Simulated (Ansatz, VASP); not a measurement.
## Si: VASP beside Ansatz

```xyz
2
Lattice="3.9592 0.0000 0.0000 -1.9796 3.4288 0.0000 0.0000 0.0000 2.2877" Properties=species:S:1:pos:R:3 pbc="T T T"
Si    0.0000    2.2859    1.1439
Si    1.9796    1.1429    1.1439
```

Alike in both runs: task relaxation of cell and atoms; functional PBE; k mesh 6 × 6 × 8; occupations gaussian, width 0.1 eV; no spin polarisation.

|  | VASP | Ansatz |
| --- | --- | --- |
| version | VASP 6.6.1 | Ansatz 0.2.0 |
| potentials or method | VASP PAW PBE potentials, release 64 (Si), cutoff 600 eV | scalar-relativistic, plane waves, PAW |
| valence electrons in the cell | 8 | 8 |

```tsv
	VASP	Ansatz	Ansatz less VASP
gap on the k mesh at the Fermi level, each at its own relaxed structure (eV)	none	none	-
relaxed volume (Å³/atom)	19.56	19.59	+0.029
relaxed length of the cell vector where the two differ most in proportion (Å)	2.736	2.739	+0.0031
```

A gap of «none» marks a metal or a gap that the smearing closes.

Noted on VASP's run: the volume moved by over 15 % at a fixed basis, so the end points are rough.
